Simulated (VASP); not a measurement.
# MgS (I-4m2) in VASP: settings compared

MgS is run at these levels: r2SCAN, HSE06; tasks: single point.

Program: VASP 6.6.1. These are calculated values, not measurements. Logs are shortened: lines on timing, memory, paths and dates and some standing lists are left out, and cuts for length are marked.

**1. The cell of the first run**

The structure is tetragonal, space group I-4m2 (No. 119). Conventional cell: a = 4.184 Å, b = 4.184 Å, c = 5.264 Å, α = 90.00°, β = 90.00°, γ = 90.00°. Within 3.3 Å of Mg (site symmetry -4m2) lie 4 S at 2.47 Å. Within 3.3 Å of S (site symmetry -4m2) lie 4 Mg at 2.47 Å.

**2. Single point, r2SCAN (epitaxial xy strain +4.5%)**

File POSCAR:

```
MgS
1.0
    0.0000000000      2.9588324721      2.6322028850
    2.9588324721      0.0000000000      2.6322028850
    2.9588324721      2.9588324721      0.0000000000
Mg S
1 1
Direct
    0.0000000000      0.0000000000      0.0000000000
    0.2500000000      0.2500000000      0.2500000000
```

File INCAR.step1:

```
SYSTEM = MgS
ALGO = Normal ; EDIFF = 1E-4
ENCUT = 520 ; GGA = PE
ISMEAR = 0 ; LASPH = .TRUE.
LCHARG = .FALSE. ; LREAL = .FALSE.
LWAVE = .TRUE. ; NBANDS = 11
NELM = 100 ; PREC = Accurate
SIGMA = 0.01
```

File INCAR.step2:

```
SYSTEM = MgS
ALGO = Normal ; EDIFF = 1E-6
ENCUT = 520 ; ISIF = 2
ISMEAR = 0 ; ISTART = 1
LASPH = .TRUE. ; LCHARG = .FALSE.
LMIXTAU = .TRUE. ; LREAL = .FALSE.
LWAVE = .FALSE. ; METAGGA = R2SCAN
NBANDS = 11 ; NELM = 100
PREC = Accurate ; SIGMA = 0.01
```

File KPOINTS:

```
k-points
0
G
  8 8 8
  0 0 0
```

Potentials or basis: VASP PAW PBE potentials, release 64 (Mg, S).

The run is started by

```console
$ cat potpaw_PBE.64/Mg/POTCAR potpaw_PBE.64/S/POTCAR > POTCAR
$ cp INCAR.step1 INCAR
$ mpirun -np 1 vasp_std > vasp.out
$ cp INCAR.step2 INCAR
$ mpirun -np 1 vasp_std > vasp.out
```

OUTCAR:

```text
SYSTEM = MgS
   EDIFF = 1E-6
   ENCUT = 520
   ISIF = 2
   ISMEAR = 0
   ISTART = 1
   LASPH = .TRUE.
   LREAL = .FALSE.
   METAGGA = R2SCAN
   NELM = 100
   PREC = Accurate

 ion  position               nearest neighbor table
   1  0.000  0.000  0.000-   2 2.47   2 2.47   2 2.47   2 2.47
   2  0.250  0.250  0.250-   1 2.47   1 2.47   1 2.47   1 2.47

  LATTYP: Found a body centered tetragonal cell.
 ALAT       =     4.1844210108
 C/A-ratio  =     1.2580965817

  Lattice vectors:

 A1 = (   0.0000000000,  -2.9588324721,  -2.6322028850)
 A2 = (   0.0000000000,   2.9588324721,  -2.6322028850)
 A3 = (   2.9588324721,   0.0000000000,   2.6322028850)

Analysis of symmetry for initial positions (statically):
=====================================================================
 Subroutine PRICEL returns:
 Original cell was already a primitive cell.

 Routine SETGRP: Setting up the symmetry group for a
 body centered tetragonal supercell.

 Subroutine GETGRP returns: Found  8 space group operations
 (whereof  8 operations were pure point group operations)
 out of a pool of 16 trial point group operations.

The static configuration has the point symmetry D_2d.

Analysis of symmetry for dynamics (positions and initial velocities):
=====================================================================
 Subroutine PRICEL returns:
 Original cell was already a primitive cell.

 Routine SETGRP: Setting up the symmetry group for a
 body centered tetragonal supercell.

 Subroutine GETGRP returns: Found  8 space group operations
 (whereof  8 operations were pure point group operations)
 out of a pool of 16 trial point group operations.

The dynamic configuration has the point symmetry D_2d.

 Subroutine INISYM returns: Found  8 space group operations
 (whereof  8 operations are pure point group operations),
 and found     1 'primitive' translations

----------------------------------------------------------------------------------------

                                     Primitive cell

  volume of cell :      46.0882

  direct lattice vectors                    reciprocal lattice vectors
     0.000000000  2.958832472  2.632202885    -0.168985573  0.168985573  0.189954962
     2.958832472  0.000000000  2.632202885     0.168985573 -0.168985573  0.189954962
     2.958832472  2.958832472  0.000000000     0.168985573  0.168985573 -0.189954962

  length of vectors
     3.960199695  3.960199695  4.184421011     0.305278783  0.305278783  0.305278783

  position of ions in fractional coordinates (direct lattice)
     0.000000000  0.000000000  0.000000000
     0.250000000  0.250000000  0.250000000

  ion indices of the primitive-cell ions
   primitive index   ion index
                 1           1
                 2           2

----------------------------------------------------------------------------------------

 KPOINTS: k-points

Automatic generation of k-mesh.
 Grid dimensions read from file:
 generate k-points for:    8    8    8

 Generating k-lattice:

  Cartesian coordinates                     Fractional coordinates (reciprocal lattice)
    -0.021123197  0.021123197  0.023744370     0.125000000  0.000000000  0.000000000
     0.021123197 -0.021123197  0.023744370     0.000000000  0.125000000  0.000000000
     0.021123197  0.021123197 -0.023744370     0.000000000  0.000000000  0.125000000

  Length of vectors
     0.038159848  0.038159848  0.038159848

  Shift w.r.t. Gamma in fractional coordinates (k-lattice)
     0.000000000  0.000000000  0.000000000

 Subroutine IBZKPT returns following result:
 ===========================================

 Found     59 irreducible k-points:

 Following reciprocal coordinates:
            Coordinates               Weight
  0.000000  0.000000  0.000000      1.000000
  0.125000 -0.000000  0.000000      8.000000
  0.250000 -0.000000  0.000000      8.000000
  0.375000 -0.000000  0.000000      8.000000
  0.500000 -0.000000  0.000000      4.000000
  0.125000  0.125000  0.000000      2.000000
[... 16 lines left out ...]
  0.250000 -0.000000  0.125000     16.000000
  0.375000 -0.000000  0.125000     16.000000
 [... further k-points ...]
   k-points           NKPTS =     59   k-points in BZ     NKDIM =     59   number of bands    NBANDS=     11
   number of dos      NEDOS =    301   number of ions     NIONS =      2
   total plane-waves  NPLWV =  28800
   dimension x,y,z NGX =    30 NGY =   30 NGZ =   32
   dimension x,y,z NGXF=    60 NGYF=   60 NGZF=   64
   ions per type =               1   1
   NGX,Y,Z   is equivalent  to a cutoff of  12.59, 12.59, 12.71 a.u.
   NGXF,Y,Z  is equivalent  to a cutoff of  25.19, 25.19, 25.43 a.u.
 SYSTEM =  MgS
   PREC   = accura    normal or accurate (medium, high low for compatibility)
   ISTART =      1    job   : 0-new  1-cont  2-samecut
   ICHARG =      0    charge: 1-file 2-atom 10-const
   ISPIN  =      1    spin polarized calculation?
   LNONCOLLINEAR =      F non collinear calculations
   LSORBIT =      F    spin-orbit coupling
   LASPH  =      T    aspherical Exc in radial PAW
   ENCUT  =  520.0 eV  38.22 Ry    6.18 a.u.   7.36  7.36  7.78*2*pi/ulx,y,z
   NELM   =    100;   NELMIN=  2; NELMDL=  0     # of ELM steps
   EDIFF  = 0.1E-05   stopping-criterion for ELM
   LREAL  =      F    real-space projection
   EDIFFG = 0.1E-04   stopping-criterion for IOM
   NSW    =      0    number of steps for IOM
   IBRION =     -1    ionic relax: 0-MD 1-quasi-New 2-CG
   NFREE  =      0    steps in history (QN), initial steepest desc. (CG)
   ISIF   =      2    stress and relaxation
   ISYM   =      2    0-nonsym 1-usesym 2-fastsym
   POTIM  = 0.5000    time-step for ionic-motion
   TEBEG  =    0.0;   TEEND  =   0.0 temperature during run
   PSTRESS=    0.0 pullay stress
   NELECT =       8.0000    total number of electrons
   NUPDOWN=      -1.0000    fix difference up-down
   EMIN   =  10.00;   EMAX   =-10.00  energy-range for DOS
   EFERMI =   0.00;   METHOD = LEGACY
   ISMEAR =     0;   SIGMA  =   0.01  broadening in eV -4-tet -1-fermi 0-gaus
   EFERMI_NEDOS =   21; number of points for ismear=-14 and -15
   IALGO  =     38    algorithm
   IMIX   =      4    mixing-type and parameters
     AMIX     =   0.40;   BMIX     =  1.00
     AMIX_MAG =   1.60;   BMIX_MAG =  1.00
  volume/ion in A,a.u.               =      23.04       155.51
  Fermi-wavevector in a.u.,A,eV,Ry     =   0.913219  1.725733 11.346829  0.833968
  Thomas-Fermi vector in A             =   2.037705
   LORBIT       =      0    0 simple, 1 ext, 2 COOP (PROOUT), +10 PAW based schemes
   METAGGA = R2SCAN    functional components
   LHFCALC =     F    Hartree Fock is set to
   AEXX    =    0.0000 exact exchange contribution
   IVDW    =     0    specifies the selected vdW correction
   LEPSILON=     F    determine dielectric tensor
   LRPA    =     F    only Hartree local field effects (RPA)
 non-spin polarized calculation
 Gauss-broadening in eV      SIGMA  =   0.01
  energy-cutoff  :      520.00
  volume of cell :       46.09
 maximum number of plane-waves:      1273
 NGX is ok and might be reduce to    30
   NGX = 15   NGY = 15   NGZ = 15

 number of electron       8.0000000 magnetization

 Free energy of the ion-electron system (eV)
  ---------------------------------------------------
  ext. energy  EPLUGINS =         0.00000000
  ---------------------------------------------------
  free energy    TOTEN  =       -15.42212990 eV

  energy without entropy =      -15.42212990  energy(sigma->0) =      -15.42212990

 E-fermi :   0.9653     XC(G=0):  -8.7218

 val. band max:        0.8690355217   @ k =   0.0000   0.0000   0.0000
 cond. band min:       4.6973529807   @ k =   0.0000   0.0000   0.0000
 fundamental gap:      3.8283174590
 Fermi energy:         0.9652938901

 k-point     1 :       0.0000    0.0000    0.0000
  band No.  band energies     occupation
      1     -10.9907      2.00000
      2       0.6226      2.00000
      3       0.6227      2.00000
      4       0.8690      2.00000
      5       4.6974      0.00000
      6       9.2766      0.00000
      7       9.2767      0.00000
      8       9.3491      0.00000
      9      11.1725      0.00000
     10      12.7284      0.00000
     11      14.4916      0.00000

 k-point     2 :       0.1250   -0.0000    0.0000
  band No.  band energies     occupation
      1     -10.9029      2.00000
      2       0.0437      2.00000
      3       0.5378      2.00000
      4       0.7673      2.00000
      5       5.3443      0.00000
      6       9.0341      0.00000
      7       9.3657      0.00000
      8       9.5681      0.00000
      9      10.9603      0.00000
     10      12.0644      0.00000
     11      14.7977      0.00000

 k-point     3 :       0.2500   -0.0000    0.0000
  band No.  band energies     occupation
      1     -10.6764      2.00000
      2      -1.1107      2.00000
      3       0.3474      2.00000
      4       0.6974      2.00000
      5       6.2031      0.00000
      6       8.9058      0.00000
      7       9.0187      0.00000
      8      10.0138      0.00000
      9      11.6691      0.00000
     10      11.7367      0.00000
     11      14.0972      0.00000

 k-point     4 :       0.3750   -0.0000    0.0000
  band No.  band energies     occupation
      1     -10.4245      2.00000
      2      -2.0413      2.00000
      3       0.1742      2.00000
      4       0.6411      2.00000
      5       6.3166      0.00000
      6       8.5346      0.00000
      7       9.3869      0.00000
      8      10.0878      0.00000
      9      12.5619      0.00000
     10      13.3980      0.00000
     11      14.0506      0.00000

 k-point     5 :       0.5000   -0.0000    0.0000
  band No.  band energies     occupation
      1     -10.3109      2.00000
      2      -2.3952      2.00000
      3       0.1067      2.00000
      4       0.6194      2.00000
      5       6.2451      0.00000
      6       8.3497      0.00000
      7       9.6895      0.00000
      8       9.9654      0.00000
      9      13.8152      0.00000
     10      14.0611      0.00000
     11      15.1285      0.00000
[... 211 lines left out ...]
 k-point    21 :       0.5000    0.5000    0.0000
  band No.  band energies     occupation
      1      -9.9811      2.00000
      2      -1.7050      2.00000
      3      -0.6860      2.00000
      4      -0.6859      2.00000
      5       4.9094      0.00000
      6       6.3245      0.00000
      7      13.4558      0.00000
      8      13.4558      0.00000
      9      13.5271      0.00000
     10      15.0669      0.00000
     11      15.3805      0.00000

 k-point    22 :       0.1250    0.0000    0.1250
  band No.  band energies     occupation
      1     -10.8827      2.00000
      2      -0.0105      2.00000
      3       0.5010      2.00000
      4       0.6891      2.00000
      5       5.4989      0.00000
      6       8.7906      0.00000
      7       9.5659      0.00000
      8       9.8948      0.00000
      9      10.1120      0.00000
     10      12.4200      0.00000
     11      14.9680      0.00000

 k-point    23 :       0.2500   -0.0000    0.1250
  band No.  band energies     occupation
      1     -10.7091      2.00000
      2      -0.8210      2.00000
      3       0.3218      2.00000
      4       0.5332      2.00000
      5       6.3123      0.00000
      6       8.4968      0.00000
      7       9.0608      0.00000
      8      10.0281      0.00000
      9      10.8733      0.00000
     10      12.4707      0.00000
     11      15.4247      0.00000

 k-point    24 :       0.3750   -0.0000    0.1250
  band No.  band energies     occupation
      1     -10.4634      2.00000
      2      -1.7167      2.00000
      3       0.0448      2.00000
      4       0.4389      2.00000
      5       6.7754      0.00000
      6       8.1294      0.00000
      7       9.2174      0.00000
      8      10.1579      0.00000
      9      12.2433      0.00000
     10      13.2778      0.00000
     11      14.8900      0.00000

 [... further k-points ...]

------------------------ aborting loop because EDIFF is reached ----------------------------------------

  FORCE on cell =-STRESS in cart. coord.  units (eV):
  Direction    XX          YY          ZZ          XY          YZ          ZX
  --------------------------------------------------------------------------------------
  -------------------------------------------------------------------------------------
  Total       -0.6432701     -0.6432701     -0.0663664      0.0000000      0.0000000     -0.0000000
  in kB      -22.3621633    -22.3621633     -2.3071107      0.0000000      0.0000000     -0.0000000
  external PRESSURE =     -15.6771457 kB  Pullay stress =       0.0000000 kB

 VOLUME and BASIS-vectors are now :
 -----------------------------------------------------------------------------
  energy-cutoff  :      520.00
  volume of cell :       46.09
      direct lattice vectors                 reciprocal lattice vectors
     0.000000000  2.958832472  2.632202885    -0.168985573  0.168985573  0.189954962
     2.958832472  0.000000000  2.632202885     0.168985573 -0.168985573  0.189954962
     2.958832472  2.958832472  0.000000000     0.168985573  0.168985573 -0.189954962

 POSITION                                       TOTAL-FORCE (eV/Angst)
 -----------------------------------------------------------------------------------
      0.00000      0.00000      0.00000        -0.000000     -0.000000     -0.000000
      1.47942      1.47942      1.31610         0.000000      0.000000      0.000000
 -----------------------------------------------------------------------------------
    total drift:                               -0.001241     -0.001241     -0.001307

  FREE ENERGIE OF THE ION-ELECTRON SYSTEM (eV)
  ---------------------------------------------------
  free  energy   TOTEN  =       -15.4221298966 eV

  energy  without entropy=      -15.4221298966  energy(sigma->0) =      -15.42212990
```

Wall time 62 s (1 thread of Intel Xeon 6975P-C (Granite Rapids), shared host); peak memory 0.19 GiB.

What came out:

| Quantity | Value |
| --- | --- |
| Free energy | -15.4221 eV |
| Pressure | -1.6 GPa |
| Band gap on the k mesh | 3.83 eV |

Stress tensor (GPa, compression positive):
```
-2.24  0.00  0.00
 0.00 -2.24  0.00
 0.00  0.00 -0.23
```

Caveat: the cell differs from its parent crystal (epitaxial xy strain +4.5%); the structure was generated, so it needn't be the stable form of MgS; the PAW data sets were made with another functional, which shifts forces and pressure a little. A k mesh can miss the band edges.

**3. Single point, HSE06 (epitaxial xy strain +4.5%)**

POSCAR is that of step 2.

File INCAR.step1:

```
SYSTEM = MgS
PREC = Accurate ; ENCUT = 520
EDIFF = 1E-5 ; ISMEAR = 0
SIGMA = 0.01 ; LREAL = .FALSE.
LASPH = .TRUE. ; NELM = 100
ALGO = Normal ; ISIF = 2
LWAVE = .TRUE. ; LCHARG = .FALSE.
GGA = PE ; NBANDS = 11
```

File INCAR.step2:

```
SYSTEM = MgS
PREC = Accurate ; ENCUT = 520
EDIFF = 1E-7 ; ISMEAR = 0
SIGMA = 0.01 ; LREAL = .FALSE.
LASPH = .TRUE. ; NELM = 100
ALGO = Normal ; ISIF = 2
LWAVE = .FALSE. ; LCHARG = .FALSE.
GGA = PE ; LHFCALC = .TRUE.
HFSCREEN = 0.2079 ; PRECFOCK = Normal
ISTART = 1 ; NBANDS = 11
```

File KPOINTS:

```
regular mesh
0
G
  6 6 6
  0 0 0
```

Potentials or basis: VASP PAW PBE potentials, release 64 (Mg, S).

The run is started by

```console
$ cat potpaw_PBE.64/Mg/POTCAR potpaw_PBE.64/S/POTCAR > POTCAR
$ cp INCAR.step1 INCAR
$ mpirun -np 1 vasp_std > vasp.out
$ cp INCAR.step2 INCAR
$ mpirun -np 1 vasp_std > vasp.out
```

Run time: 9.9 min. Hardware: 1 thread of Intel Xeon 6975P-C (Granite Rapids), shared host; peak memory 0.3 GiB.

Results (log left out):

```
Free energy            : -9.8178 eV
Pressure               : -1.4 GPa
Band gap on the k mesh : 4.20 eV
```

Stress tensor (GPa, compression positive):
```
-2.11  0.00  0.00
 0.00 -2.11  0.00
 0.00  0.00 -0.09
```

Levels at points of the mesh, in eV from the valence-band top:
| k point | band 1 | band 2 | band 3 | band 4 | band 5 | band 6 | band 7 | band 8 |
| --- | --- | --- | --- | --- | --- | --- | --- | --- |
| (0.00, 0.00, 0.00) | -12.54 | -0.24 | -0.24 | 0.00 | 4.20 | 8.98 | 8.98 | 9.09 |
| (0.50, 0.00, 0.00) | -11.81 | -3.50 | -0.80 | -0.27 | 5.81 | 8.07 | 9.45 | 9.67 |
| (0.50, 0.50, 0.00) | -11.46 | -2.79 | -1.65 | -1.65 | 4.58 | 5.94 | 13.08 | 13.08 |
| (0.50, 0.00, 0.50) | -11.64 | -3.36 | -1.11 | -1.03 | 4.81 | 6.87 | 11.70 | 12.45 |

Caveat: the cell differs from its parent crystal (epitaxial xy strain +4.5%); the structure was generated, so it needn't be the stable form of MgS; the PAW data sets were made with another functional, which shifts forces and pressure a little. A k mesh can miss the band edges.
